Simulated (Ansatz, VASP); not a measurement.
ZrN: VASP beside Ansatz

INCAR

```
SYSTEM = ZrN
PREC     = Accurate       ! precision mode
ENCUT    = 600            ! plane-wave cutoff, eV
EDIFF    = 1E-6           ! SCF threshold, eV
ISMEAR   = -1             ! smearing method
SIGMA    = 0.01           ! smearing width, eV
LREAL    = .False.        ! projectors in reciprocal space
LASPH    = .True.         ! aspherical terms in the spheres
NELM     = 120            ! most SCF steps
ALGO     = Normal         ! electronic algorithm
ISIF     = 2              ! what is computed and relaxed
LWAVE    = .False.        ! write WAVECAR
LCHARG   = .False.        ! write CHGCAR
GGA      = PE             ! functional
NBANDS   = 16             ! bands
GGA_COMPAT= .False.
```

KPOINTS

```
regular mesh
0
Gamma
  9 9 9
  0 0 0
```

The input POSCAR:

```
ZrN
1.0
    0.0000000000      2.2533582426      2.2533582426
    2.2533582426      0.0000000000      2.2533582426
    2.2533582426      2.2533582426      0.0000000000
Zr N
1 1
Direct
    0.0000000000      0.0000000000      0.0000000000
    0.5000000000      0.5000000000      0.5000000000
```

Input for Ansatz:

```yaml
crystal:
  lattice:
    - [0.0, 2.2533582426, 2.2533582426]
    - [2.2533582426, 0.0, 2.2533582426]
    - [2.2533582426, 2.2533582426, 0.0]
  atoms:
    - { symbol: Zr, position: [0.0, 0.0, 0.0] }
    - { symbol: "N", position: [0.5, 0.5, 0.5] }
kpoints:
  mp_grid: { grid: [9, 9, 9] }
  band_path:
    path:
      - [0.0, 0.0, 0.0]
      - [0.5, 0.0, 0.5]
      - [0.625, 0.25, 0.625]
      - [0.375, 0.375, 0.75]
      - [0.0, 0.0, 0.0]
      - [0.5, 0.5, 0.5]
      - [0.5, 0.25, 0.75]
      - [0.5, 0.0, 0.5]
    npoints: 5
scf:
  occupations: { method: fermi_dirac, width: 0.01 }
hamiltonian:
  xc: pbe
  pseudopotentials: { kind: all_electron, lapw: { basis_error: 0.00025 } }
output:
  forces: true
  stress: true
  eigenvalues: true
```

Change from the starting cell: volume scaled by 0.96.

Alike in both runs: task single point; functional PBE; k mesh 9 × 9 × 9; occupations fermi-dirac, width 0.01 eV; no spin polarisation.

|  | VASP | Ansatz |
| --- | --- | --- |
| version | VASP 6.6.1 | Ansatz 0.2.0 |
| potentials or method | VASP PAW PBE potentials, release 64 (Zr_sv, N), cutoff 600 eV | all-electron LAPW, scalar-relativistic |

|  | VASP | Ansatz | Ansatz less VASP |
| --- | --- | --- | --- |
| pressure (GPa) | 16.6 | 16.4 | -0.16 |

Ansatz ran all-electron here, and VASP with PAW potentials.
